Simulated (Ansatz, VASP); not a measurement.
WSe2: VASP beside Ansatz

File INCAR:

```
PREC = Accurate
ENCUT = 520
EDIFF = 1E-7
ISMEAR = 0
SIGMA = 0.05
LREAL = F
LASPH = T
NELM = 80
ALGO = Normal
ISIF = 2
LWAVE = F
LCHARG = F
GGA = PS
NBANDS = 35
```

Contents of KPOINTS:

```
Automatic mesh
0
Gamma
  9 9 2
```

The input POSCAR:

```
WSe2
1.0
   -3.2711504052      0.0000000000      0.0000000000
   -1.6355752026     -2.8328993505      0.0000000000
   -0.4087302431     -0.2359805159     13.2206689562
W Se
2 4
Direct
    0.2708583333      0.2708583333      0.7500000000
    0.6458416667      0.6458416667      0.2500000000
    0.3230552644      0.3230552644      0.1233861811
    0.6147385978      0.6147385978      0.6233861811
    0.3019614022      0.3019614022      0.3766138189
    0.5936447356      0.5936447356      0.8766138189
```

Input for Ansatz:

```yaml
crystal:
  lattice:
    - [-3.2711504052, 0.0, 0.0]
    - [-1.6355752026, -2.8328993505, 0.0]
    - [-0.4087302431, -0.2359805159, 13.2206689562]
  atoms:
    - { symbol: W, position: [0.2708583333, 0.2708583333, 0.75] }
    - { symbol: W, position: [0.6458416667, 0.6458416667, 0.25] }
    - { symbol: Se, position: [0.3230552644, 0.3230552644, 0.1233861811] }
    - { symbol: Se, position: [0.6147385978, 0.6147385978, 0.6233861811] }
    - { symbol: Se, position: [0.3019614022, 0.3019614022, 0.3766138189] }
    - { symbol: Se, position: [0.5936447356, 0.5936447356, 0.8766138189] }
basis:
  ecutwfc: 420
kpoints:
  mp_grid: { grid: [9, 9, 2] }
hamiltonian:
  xc: pbesol
scf:
  occupations: { method: gaussian, width: 0.05 }
output:
  forces: true
  stress: true
  eigenvalues: true
```

Alike in both runs: task single point; functional PBEsol; k mesh 9 × 9 × 2; occupations gaussian, width 0.05 eV; no spin polarisation.

|  | VASP | Ansatz |
| --- | --- | --- |
| version | VASP 6.6.1 | Ansatz 0.2.0 |
| potentials or method | VASP PAW PBE potentials, release 64 (W_sv, Se), cutoff 520 eV | scalar-relativistic, plane waves, PAW |
| valence electrons in the cell | 52 | 92 |

```csv
,VASP,Ansatz,Ansatz less VASP
gap on the k mesh at the Fermi level (eV),1.12,1.13,+0.005
least direct gap on the mesh (eV),1.60,1.60,+0.004
pressure (GPa),0.5,0.1,-0.42
"traceless stress, the component that is largest in VASP (GPa)",0.31,0.31,-0.002
rms of the force components (eV/Å),0.029,0.020,-0.0096
```

VASP's potentials were made for PBE, not for PBEsol. Atom by atom the forces differ by 0.029 eV/Å (rms over components). VASP's potentials hold 52 valence electrons a cell and Ansatz's 92, so a difference there can come from the potentials and not from the codes.

Neither program's run includes spin-orbit coupling.
